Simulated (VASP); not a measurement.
# Cd (Fm-3m) in VASP: a series of runs

Aim: see how the results for Cd move with the level of theory and the settings. Levels: PBE, revPBE. Tasks: single point.

Everything below comes from runs of VASP 6.6.1. Logs are shortened: lines on timing, memory, paths and dates and some standing lists are left out, and cuts for length are marked.

### Step 1. The cell of the first run

Symmetry: Fm-3m, No. 225, cubic system. Conventional cell: a = 4.436 Å, b = 4.436 Å, c = 4.436 Å, α = 90.00°, β = 90.00°, γ = 90.00°. Cd (site symmetry m-3m) has 12 Cd at 3.14 Å within 4.1 Å.

This isn't the form of Cd at room conditions, which is hcp.

### Step 2. Single point, PBE, non-collinear spin, zero start, spin-orbit coupling

File INCAR:

```
SYSTEM = Cd
ALGO     = Fast           ! electronic algorithm
EDIFF    = 1E-7           ! SCF threshold, eV
ENCUT    = 520            ! plane-wave cutoff, eV
GGA      = PE             ! functional
GGA_COMPAT= .FALSE.      
ISIF     = 2              ! what is computed and relaxed
ISMEAR   = 1              ! smearing method
LASPH    = .TRUE.         ! aspherical terms in the spheres
LCHARG   = .FALSE.        ! write CHGCAR
LORBIT   = 11             ! projections on sites
LORBMOM  = .TRUE.       
LREAL    = .FALSE.        ! projectors in reciprocal space
LSORBIT  = .TRUE.         ! spin-orbit coupling
LWAVE    = .FALSE.        ! write WAVECAR
MAGMOM   = 0 0 0          ! initial moments
NBANDS   = 23             ! bands
NELM     = 150            ! most SCF steps
PREC     = Accurate       ! precision mode
SIGMA    = 0.1            ! smearing width, eV
```

File KPOINTS:

```
k-points
0
G
  17 17 17
  0 0 0
```

File POSCAR:

```
Cd
1.0
    0.0000000000      2.2181497500      2.2181497500
    2.2181497500      0.0000000000      2.2181497500
    2.2181497500      2.2181497500      0.0000000000
Cd
1
Direct
    0.0000000000      0.0000000000      0.0000000000
```

Potentials or basis: VASP PAW PBE potentials, release 64 (Cd).

Started as:

```sh
cat potpaw_PBE.64/Cd/POTCAR > POTCAR
mpirun -np 1 vasp_ncl > vasp.out
```

OUTCAR:

```text
SYSTEM = Cd
   EDIFF = 1E-7
   ENCUT = 520
   GGA = PE
   ISIF = 2
   ISMEAR = 1
   LASPH = .TRUE.
   LORBIT = 11
   LREAL = .FALSE.
   LSORBIT = .TRUE.
   NELM = 150
   PREC = Accurate

 ion  position               nearest neighbor table
   1  0.000  0.000  0.000-

  LATTYP: Found a face centered cubic cell.
 ALAT       =     4.4362995000

  Lattice vectors:

 A1 = (   0.0000000000,   2.2181497500,   2.2181497500)
 A2 = (   2.2181497500,   0.0000000000,   2.2181497500)
 A3 = (   2.2181497500,   2.2181497500,   0.0000000000)

Analysis of symmetry for initial positions (statically):
=====================================================================
 Subroutine PRICEL returns:
 Original cell was already a primitive cell.

 Routine SETGRP: Setting up the symmetry group for a
 face centered cubic supercell.

 Subroutine GETGRP returns: Found 48 space group operations
 (whereof 48 operations were pure point group operations)
 out of a pool of 48 trial point group operations.

The static configuration has the point symmetry O_h .

Analysis of symmetry for dynamics (positions and initial velocities):
=====================================================================
 Subroutine PRICEL returns:
 Original cell was already a primitive cell.

 Routine SETGRP: Setting up the symmetry group for a
 face centered cubic supercell.

 Subroutine GETGRP returns: Found 48 space group operations
 (whereof 48 operations were pure point group operations)
 out of a pool of 48 trial point group operations.

The dynamic configuration has the point symmetry O_h .

Analysis of structural, dynamic, and magnetic symmetry:
=====================================================================
 Subroutine PRICEL returns:
 Original cell was already a primitive cell.

 Routine SETGRP: Setting up the symmetry group for a
 face centered cubic supercell.

 Subroutine GETGRP returns: Found 48 space group operations
 (whereof 48 operations were pure point group operations)
 out of a pool of 48 trial point group operations.

The overall configuration has the point symmetry O_h .

 Subroutine INISYM returns: Found 48 space group operations
 (whereof 48 operations are pure point group operations),
 and found     1 'primitive' translations

----------------------------------------------------------------------------------------

                                     Primitive cell

  volume of cell :      21.8274

  direct lattice vectors                    reciprocal lattice vectors
     0.000000000  2.218149750  2.218149750    -0.225413095  0.225413095  0.225413095
     2.218149750  0.000000000  2.218149750     0.225413095 -0.225413095  0.225413095
     2.218149750  2.218149750  0.000000000     0.225413095  0.225413095 -0.225413095

  length of vectors
     3.136937460  3.136937460  3.136937460     0.390426933  0.390426933  0.390426933

  position of ions in fractional coordinates (direct lattice)
     0.000000000  0.000000000  0.000000000

  ion indices of the primitive-cell ions
   primitive index   ion index
                 1           1

----------------------------------------------------------------------------------------

 KPOINTS: k-points

Automatic generation of k-mesh.
 Grid dimensions read from file:
 generate k-points for:   17   17   17

 Generating k-lattice:

  Cartesian coordinates                     Fractional coordinates (reciprocal lattice)
    -0.013259594  0.013259594  0.013259594     0.058823529  0.000000000  0.000000000
     0.013259594 -0.013259594  0.013259594     0.000000000  0.058823529  0.000000000
     0.013259594  0.013259594 -0.013259594     0.000000000  0.000000000  0.058823529

  Length of vectors
     0.022966290  0.022966290  0.022966290

  Shift w.r.t. Gamma in fractional coordinates (k-lattice)
     0.000000000  0.000000000  0.000000000
[... 41 lines left out ...]
 SYSTEM =  Cd
   PREC   = accura    normal or accurate (medium, high low for compatibility)
   ISTART =      0    job   : 0-new  1-cont  2-samecut
   ICHARG =      2    charge: 1-file 2-atom 10-const
   ISPIN  =      1    spin polarized calculation?
   LNONCOLLINEAR =      T non collinear calculations
   LSORBIT =      T    spin-orbit coupling
   LASPH  =      T    aspherical Exc in radial PAW
   ENCUT  =  520.0 eV  38.22 Ry    6.18 a.u.   5.83  5.83  5.83*2*pi/ulx,y,z
   NELM   =    150;   NELMIN=  2; NELMDL= -5     # of ELM steps
   EDIFF  = 0.1E-06   stopping-criterion for ELM
   LREAL  =      F    real-space projection
   EDIFFG = 0.1E-05   stopping-criterion for IOM
   NSW    =      0    number of steps for IOM
   IBRION =     -1    ionic relax: 0-MD 1-quasi-New 2-CG
   NFREE  =      0    steps in history (QN), initial steepest desc. (CG)
   ISIF   =      2    stress and relaxation
   ISYM   =      2    0-nonsym 1-usesym 2-fastsym
   POTIM  = 0.5000    time-step for ionic-motion
   TEBEG  =    0.0;   TEEND  =   0.0 temperature during run
   PSTRESS=    0.0 pullay stress
   NELECT =      12.0000    total number of electrons
   NUPDOWN=      -1.0000    fix difference up-down
   EMIN   =  10.00;   EMAX   =-10.00  energy-range for DOS
   EFERMI =   0.00;   METHOD = LEGACY
   ISMEAR =     1;   SIGMA  =   0.10  broadening in eV -4-tet -1-fermi 0-gaus
   EFERMI_NEDOS =   21; number of points for ismear=-14 and -15
   IALGO  =     68    algorithm
   IMIX   =      4    mixing-type and parameters
     AMIX     =   0.40;   BMIX     =  1.00
     AMIX_MAG =   1.60;   BMIX_MAG =  1.00
  volume/ion in A,a.u.               =      21.83       147.30
  Fermi-wavevector in a.u.,A,eV,Ry     =   1.341120  2.534350 24.471486  1.798604
  Thomas-Fermi vector in A             =   2.469379
   LORBIT       =     11    0 simple, 1 ext, 2 COOP (PROOUT), +10 PAW based schemes
   GGA     = PE    functional components
   LHFCALC =     F    Hartree Fock is set to
   AEXX    =    0.0000 exact exchange contribution
   IVDW    =     0    specifies the selected vdW correction
   LEPSILON=     F    determine dielectric tensor
   LRPA    =     F    only Hartree local field effects (RPA)
 RMM-DIIS sequential band-by-band and
 Methfessel and Paxton  Order N= 1 SIGMA  =   0.10
  energy-cutoff  :      520.00
  volume of cell :       21.83
 maximum number of plane-waves:      1218
   NGX = 11   NGY = 11   NGZ = 11

 number of electron      12.0000000 magnetization       0.0000000      0.0000000      0.0000000

 number of electron      12.0000003 magnetization       0.0000000     -0.0000000     -0.0000000

 number of electron      12.0000003 magnetization      -0.0000000      0.0000000      0.0000000

 Free energy of the ion-electron system (eV)
  ---------------------------------------------------
  ext. energy  EPLUGINS =         0.00000000
  ---------------------------------------------------
  free energy    TOTEN  =        -0.76206694 eV

  energy without entropy =       -0.76192616  energy(sigma->0) =       -0.76202002

 E-fermi :   2.8157     XC(G=0): -10.9874

 val. band max:        2.7981913776   @ k =  -0.3529   0.2941   0.1176
 cond. band min:       2.8381793645   @ k =  -0.4118   0.4118   0.0000
 fundamental gap:      0.0399879869
 Fermi energy:         2.8157045488

 k-point     1 :       0.0000    0.0000    0.0000
  band No.  band energies     occupation
      1      -6.5967      1.00000
      2      -6.5967      1.00000
      3      -6.5967      1.00000
      4      -6.5967      1.00000
      5      -6.0350      1.00000
      6      -6.0350      1.00000
[... 613 lines left out ...]
     22      20.5883      0.00000
     23      21.5914      0.00000

 [... further k-points ...]
[... 5 lines left out ...]
  --------------------------------------------------------------------------------------
  -------------------------------------------------------------------------------------
  Total        0.3163119      0.3163119      0.3163119      0.0000000      0.0000000      0.0000000
  in kB       23.2179287     23.2179287     23.2179287      0.0000000      0.0000000      0.0000000
  external PRESSURE =      23.2179287 kB  Pullay stress =       0.0000000 kB

 VOLUME and BASIS-vectors are now :
 -----------------------------------------------------------------------------
  energy-cutoff  :      520.00
  volume of cell :       21.83
      direct lattice vectors                 reciprocal lattice vectors
     0.000000000  2.218149750  2.218149750    -0.225413095  0.225413095  0.225413095
     2.218149750  0.000000000  2.218149750     0.225413095 -0.225413095  0.225413095
     2.218149750  2.218149750  0.000000000     0.225413095  0.225413095 -0.225413095

 POSITION                                       TOTAL-FORCE (eV/Angst)
 -----------------------------------------------------------------------------------
      0.00000      0.00000      0.00000         0.000000      0.000000      0.000000
 -----------------------------------------------------------------------------------
    total drift:                               -0.000000     -0.000000     -0.000000

  FREE ENERGIE OF THE ION-ELECTRON SYSTEM (eV)
  ---------------------------------------------------
  free  energy   TOTEN  =        -0.7620669449 eV

  energy  without entropy=       -0.7619261609  energy(sigma->0) =       -0.76202002

 orbital moment (x)

 # of ion     p       d       tot
 ----------------------------------------
  1         0.000   0.000   0.000
 ----------------------------------------
            0.000   0.000   0.000

 orbital moment (y)

 # of ion     p       d       tot
 ----------------------------------------
  1        -0.000   0.000   0.000
 ----------------------------------------
           -0.000   0.000   0.000

 orbital moment (z)

 # of ion     p       d       tot
 ----------------------------------------
  1         0.000   0.000   0.000
 ----------------------------------------
            0.000   0.000   0.000

 Spin-Orbit-Coupling matrix elements

 Ion:    1  E_soc:     -0.0581136
 l=   1
     0.0000000    -0.0025224    -0.0025224
    -0.0025224     0.0000000    -0.0025224
    -0.0025224    -0.0025224     0.0000000
 l=   2
     0.0000000    -0.0014204     0.0000000    -0.0014204    -0.0057428
    -0.0014204     0.0000000    -0.0043071    -0.0014204    -0.0014357
     0.0000000    -0.0043071     0.0000000    -0.0043071     0.0000000
    -0.0014204    -0.0014204    -0.0043071     0.0000000    -0.0014357
    -0.0057428    -0.0014357     0.0000000    -0.0014357     0.0000000
 l=   3
     0.0000000     0.0000000     0.0000000     0.0000000     0.0000000     0.0000000     0.0000000
     0.0000000     0.0000000     0.0000000     0.0000000     0.0000000     0.0000000     0.0000000
     0.0000000     0.0000000     0.0000000     0.0000000     0.0000000     0.0000000     0.0000000
     0.0000000     0.0000000     0.0000000     0.0000000     0.0000000     0.0000000     0.0000000
     0.0000000     0.0000000     0.0000000     0.0000000     0.0000000     0.0000000     0.0000000
     0.0000000     0.0000000     0.0000000     0.0000000     0.0000000     0.0000000     0.0000000
     0.0000000     0.0000000     0.0000000     0.0000000     0.0000000     0.0000000     0.0000000

 total charge

# of ion       s       p       d       tot
------------------------------------------
    1        0.535   0.283   9.490  10.307

 magnetization (x)

# of ion       s       p       d       tot
------------------------------------------
    1        0.000   0.000   0.000   0.000

 magnetization (y)

# of ion       s       p       d       tot
------------------------------------------
    1        0.000   0.000  -0.000   0.000

 magnetization (z)

# of ion       s       p       d       tot
------------------------------------------
    1       -0.000  -0.000   0.000  -0.000
```

Wall time 72 s (1 thread of Intel Xeon 6975P-C (Granite Rapids), shared host); peak memory 0.26 GiB.

Results:

```yaml
Free_energy: -0.7621 eV
Pressure: 2.3 GPa
Net_moment: 0.00 μB per cell
Valence_electrons_inside_the_program's_atomic_spheres: Cd 10.31
```

Moments on the atoms (μB; x, y, z):
```
Cd  0.00 0.00 0.00
```

### Step 3. Single point, revPBE, non-collinear spin, zero start, spin-orbit coupling

This run uses another cell than the first one, of 23.81 Å³/atom.

File INCAR:

```
PREC = Accurate
ENCUT = 520
EDIFF = 1E-6
ISMEAR = 1
SIGMA = 0.05
LREAL = False
LASPH = True
NELM = 150
ALGO = Normal
ISIF = 2
LWAVE = False
LCHARG = False
MAGMOM = 0 0 0
LORBIT = 11
LSORBIT = True
GGA_COMPAT = False
LORBMOM = True
GGA = RE
NBANDS = 23
```

File KPOINTS:

```
regular mesh
0
Gamma
  10 10 10
```

File POSCAR:

```
Cd
1.0
    0.0000000000      2.2833166340      2.2833166340
    2.2833166340      0.0000000000      2.2833166340
    2.2833166340      2.2833166340      0.0000000000
Cd
1
Direct
    0.0000000000      0.0000000000      0.0000000000
```

Potentials or basis: VASP PAW PBE potentials, release 64 (Cd).

Started as:

```sh
cat potpaw_PBE.64/Cd/POTCAR > POTCAR
mpirun -np 1 vasp_ncl > vasp.out
```

OUTCAR:

```text
PREC = Accurate
   ENCUT = 520
   EDIFF = 1E-6
   ISMEAR = 1
   LREAL = False
   LASPH = True
   NELM = 150
   ISIF = 2
   LORBIT = 11
   LSORBIT = True
   GGA = RE

 ion  position               nearest neighbor table
   1  0.000  0.000  0.000-

  LATTYP: Found a face centered cubic cell.
 ALAT       =     4.5666332680

  Lattice vectors:

 A1 = (   0.0000000000,   2.2833166340,   2.2833166340)
 A2 = (   2.2833166340,   0.0000000000,   2.2833166340)
 A3 = (   2.2833166340,   2.2833166340,   0.0000000000)

Analysis of symmetry for initial positions (statically):
=====================================================================
 Subroutine PRICEL returns:
 Original cell was already a primitive cell.

 Routine SETGRP: Setting up the symmetry group for a
 face centered cubic supercell.

 Subroutine GETGRP returns: Found 48 space group operations
 (whereof 48 operations were pure point group operations)
 out of a pool of 48 trial point group operations.

The static configuration has the point symmetry O_h .

Analysis of symmetry for dynamics (positions and initial velocities):
=====================================================================
 Subroutine PRICEL returns:
 Original cell was already a primitive cell.

 Routine SETGRP: Setting up the symmetry group for a
 face centered cubic supercell.

 Subroutine GETGRP returns: Found 48 space group operations
 (whereof 48 operations were pure point group operations)
 out of a pool of 48 trial point group operations.

The dynamic configuration has the point symmetry O_h .

Analysis of structural, dynamic, and magnetic symmetry:
=====================================================================
 Subroutine PRICEL returns:
[... 798 lines left out ...]
  -------------------------------------------------------------------------------------
  Total        0.0371510      0.0371510      0.0371510      0.0000000      0.0000000     -0.0000000
  in kB        2.5000698      2.5000698      2.5000698      0.0000000      0.0000000     -0.0000000
  external PRESSURE =       2.5000698 kB  Pullay stress =       0.0000000 kB

 VOLUME and BASIS-vectors are now :
 -----------------------------------------------------------------------------
  energy-cutoff  :      520.00
  volume of cell :       23.81
      direct lattice vectors                 reciprocal lattice vectors
     0.000000000  2.283316634  2.283316634    -0.218979704  0.218979704  0.218979704
     2.283316634  0.000000000  2.283316634     0.218979704 -0.218979704  0.218979704
     2.283316634  2.283316634  0.000000000     0.218979704  0.218979704 -0.218979704

 POSITION                                       TOTAL-FORCE (eV/Angst)
 -----------------------------------------------------------------------------------
      0.00000      0.00000      0.00000         0.000000      0.000000     -0.000000
 -----------------------------------------------------------------------------------
    total drift:                               -0.000000      0.000000     -0.000000

  FREE ENERGIE OF THE ION-ELECTRON SYSTEM (eV)
  ---------------------------------------------------
  free  energy   TOTEN  =        -0.4466000701 eV

  energy  without entropy=       -0.4465453145  energy(sigma->0) =       -0.44658182

 orbital moment (x)

 # of ion     p       d       tot
 ----------------------------------------
  1        -0.000   0.000   0.000
 ----------------------------------------
           -0.000   0.000   0.000

 orbital moment (y)

 # of ion     p       d       tot
 ----------------------------------------
  1         0.000  -0.000  -0.000
 ----------------------------------------
            0.000  -0.000  -0.000

 orbital moment (z)

 # of ion     p       d       tot
 ----------------------------------------
  1         0.000   0.000   0.000
 ----------------------------------------
            0.000   0.000   0.000

 Spin-Orbit-Coupling matrix elements

 Ion:    1  E_soc:     -0.0560424
 l=   1
     0.0000000    -0.0022640    -0.0022640
    -0.0022640     0.0000000    -0.0022640
    -0.0022640    -0.0022640     0.0000000
 l=   2
     0.0000000    -0.0013962     0.0000000    -0.0013962    -0.0056802
    -0.0013962     0.0000000    -0.0042601    -0.0013962    -0.0014200
     0.0000000    -0.0042601     0.0000000    -0.0042601     0.0000000
    -0.0013962    -0.0013962    -0.0042601     0.0000000    -0.0014200
    -0.0056802    -0.0014200     0.0000000    -0.0014200     0.0000000
 l=   3
     0.0000000     0.0000000     0.0000000     0.0000000     0.0000000     0.0000000     0.0000000
     0.0000000     0.0000000     0.0000000     0.0000000     0.0000000     0.0000000     0.0000000
     0.0000000     0.0000000     0.0000000     0.0000000     0.0000000     0.0000000     0.0000000
     0.0000000     0.0000000     0.0000000     0.0000000     0.0000000     0.0000000     0.0000000
     0.0000000     0.0000000     0.0000000     0.0000000     0.0000000     0.0000000     0.0000000
     0.0000000     0.0000000     0.0000000     0.0000000     0.0000000     0.0000000     0.0000000
     0.0000000     0.0000000     0.0000000     0.0000000     0.0000000     0.0000000     0.0000000

 total charge

# of ion       s       p       d       tot
------------------------------------------
    1        0.538   0.239   9.497  10.274

 magnetization (x)

# of ion       s       p       d       tot
------------------------------------------
    1       -0.000   0.000   0.000  -0.000

 magnetization (y)

# of ion       s       p       d       tot
------------------------------------------
    1       -0.000   0.000   0.000  -0.000

 magnetization (z)

# of ion       s       p       d       tot
------------------------------------------
    1       -0.000   0.000  -0.000  -0.000
```

Run time: 17 s. Hardware: 1 thread of Intel Xeon 6975P-C (Granite Rapids), shared host; peak memory 0.21 GiB.

Results:

| Property | Result |
| --- | --- |
| Free energy | -0.4466 eV |
| Pressure | 0.3 GPa |
| Net moment | 0.00 μB per cell |
| Valence electrons inside the program's atomic spheres | Cd 10.27 |

Moments on the atoms (μB; x, y, z):
```
Cd  0.00 0.00 0.00
```

Caveat: the PAW data sets were made with another functional, which shifts forces and pressure a little.
